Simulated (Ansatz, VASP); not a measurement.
**Si in VASP and in Ansatz**

Contents of INCAR:

```
SYSTEM = Si
  PREC = Accurate
  ENCUT = 520
  EDIFF = 1E-7
  ISMEAR = 0
  SIGMA = 0.15
  LREAL = .FALSE.
  LASPH = .TRUE.
  NELM = 60
  ALGO = Normal
  ISIF = 2
  LWAVE = .FALSE.
  LCHARG = .TRUE.
  GGA = CA
  LELF = .TRUE.
  LVHAR = .TRUE.
  NBANDS = 11
```

Contents of KPOINTS:

```
Automatic mesh
0
G
  14 14 14
  0 0 0
```

The input POSCAR:

```
Si
1.0
   -2.3742725767      2.3820206510      1.3028583253
    2.3767518971     -2.3905602315      1.3229698823
    2.3634022416      2.3796898965     -1.3184446585
Si
2
Direct
    0.2501109489      0.7502638760      0.4945334837
    0.4998890511      0.4997361240      0.0054665163
```

Input for Ansatz:

```yaml
crystal:
  lattice:
    - [-2.3742725767, 2.382020651, 1.3028583253]
    - [2.3767518971, -2.3905602315, 1.3229698823]
    - [2.3634022416, 2.3796898965, -1.3184446585]
  atoms:
    - { symbol: Si, position: [0.2501109489, 0.750263876, 0.4945334837] }
    - { symbol: Si, position: [0.4998890511, 0.499736124, 0.0054665163] }
basis:
  ecutwfc: 420
kpoints:
  mp_grid: { grid: [14, 14, 14] }
hamiltonian:
  xc: lda
scf:
  occupations: { method: gaussian, width: 0.15 }
output:
  forces: true
  stress: true
  eigenvalues: true
```

Change from the starting cell: cell sheared at random, sigma 0.01, atoms nudged by 0.01 Å.

Alike in both runs: task single point; functional LDA; k mesh 14 × 14 × 14; occupations gaussian, width 0.15 eV; no spin polarisation.

|  | VASP | Ansatz |
| --- | --- | --- |
| version | VASP 6.6.1 | Ansatz 0.2.0 |
| potentials or method | VASP PAW LDA potentials, release 64 (Si), cutoff 520 eV | scalar-relativistic, plane waves, PAW |
| valence electrons in the cell | 8 | 8 |

|  | VASP | Ansatz | Ansatz less VASP |
| --- | --- | --- | --- |
| gap on the k mesh at the Fermi level (eV) | none | none | - |
| pressure (GPa) | 0.2 | 0.1 | -0.08 |
| traceless stress, the component that is largest in VASP (GPa) | -0.69 | -0.69 | +0.002 |
| rms of the force components (eV/Å) | 0.126 | 0.126 | -0.0005 |

LDA's correlation is that of Perdew and Zunger in VASP and of Perdew and Wang (1992) in Ansatz. Atom by atom the forces differ by 0.000 eV/Å (rms over components). A gap of «none» marks a metal or a gap that the smearing closes.
